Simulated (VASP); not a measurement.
Runs of VASP 6.6.1 on Au. The structure is that of space group R-3m (No. 166), or close to it. The cells are those of the table. 

```csv
potentials or basis,cell,cutoff (eV),second run,gap on the mesh (eV),pressure (GPa)
"VASP PAW LDA potentials, release 64 (Au)","a = 3.463 Å, angles 117.0°, 1 atom",520,-,none,(a)
"VASP PAW LDA potentials, release 64 (Au_sv_GW)","a = 3.463 Å, angles 117.0°, 1 atom",500,valence_matched,none,272.6
"VASP PAW LDA potentials, release 64 (Au)","a = 2.697 Å, angles 101.6°, 1 atom",520,-,none,-1.7
"VASP PAW LDA potentials, release 64 (Au)","a = 3.128 Å, angles 114.3°, 1 atom",520,-,none,28.8
```

Alike in all rows: task single point; level LDA; no spin polarisation; k mesh 22 × 22 × 22; smearing gaussian 0.15 eV.

Question: Fill in the values left out.

Answer: (a) 201.1.

Caveats: spin-orbit coupling is left out, which moves the levels of the heavy elements.

A k mesh can miss the band edges, and the runs leave out spin-orbit coupling on Au.

A gap of «none» marks levels without a gap at the run's occupations.

The runs don't all hold the same shells in valence.
